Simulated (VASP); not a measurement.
Write the native input for VASP 6.6.1 that does the following.

```yaml
Task: single point
Functional: PBEsol
Potentials_or_basis: VASP PAW PBE potentials, release 64 (Ir, Bi_d)
Cutoff: 520 eV
k_mesh: 12 × 12 × 12
Occupations: fermi-dirac, width 0.1 eV
Spin: no spin polarisation
Dipole_correction: no
Further_INCAR_settings: ALGO = Normal; EDIFF = 1e-06; NBANDS = 19
```

The structure of BiIr (zincblende type) lies in POSCAR:

```
BiIr
1.0
    0.0000000000      3.0239384880      3.0239384880
    3.0239384880      0.0000000000      3.0239384880
    3.0239384880      3.0239384880      0.0000000000
Ir Bi
1 1
Direct
    0.0000000000      0.0000000000      0.0000000000
    0.2500000000      0.2500000000      0.2500000000
```

One way to write it, as run:

INCAR

```
PREC     = Accurate       # precision mode
ENCUT    = 520            # plane-wave cutoff, eV
EDIFF    = 1E-6           # SCF threshold, eV
ISMEAR   = -1             # smearing method
SIGMA    = 0.1            # smearing width, eV
LREAL    = F              # projectors in reciprocal space
LASPH    = T              # aspherical terms in the spheres
NELM     = 80             # most SCF steps
ALGO     = Normal         # electronic algorithm
ISIF     = 2              # what is computed and relaxed
LWAVE    = F              # write WAVECAR
LCHARG   = F              # write CHGCAR
GGA      = PS             # functional
NBANDS   = 19             # bands
```

KPOINTS

```
Automatic mesh
0
Gamma
  12 12 12
```

Potentials or basis: VASP PAW PBE potentials, release 64 (Ir, Bi_d).

Launch:

```bash
$ cat potpaw_PBE.64/Ir/POTCAR potpaw_PBE.64/Bi_d/POTCAR > POTCAR
$ mpirun -np 1 vasp_std > vasp.out
```

It gave:

```json
{
  "Pressure": "0.1 GPa",
  "Band gap on the k mesh": "zero (band 12 reaches 7.93 eV, above the bottom of band 13 at 4.82 eV)"
}
```

Caveat: the PAW data sets were made with another functional, which shifts forces and pressure a little; spin-orbit coupling is left out, which moves the levels of the heavy elements.

It took 27 s on 1 thread of Intel(R) Xeon(R) Platinum 8488C (Sapphire Rapids), on a shared host, peak memory 0.23 GiB.
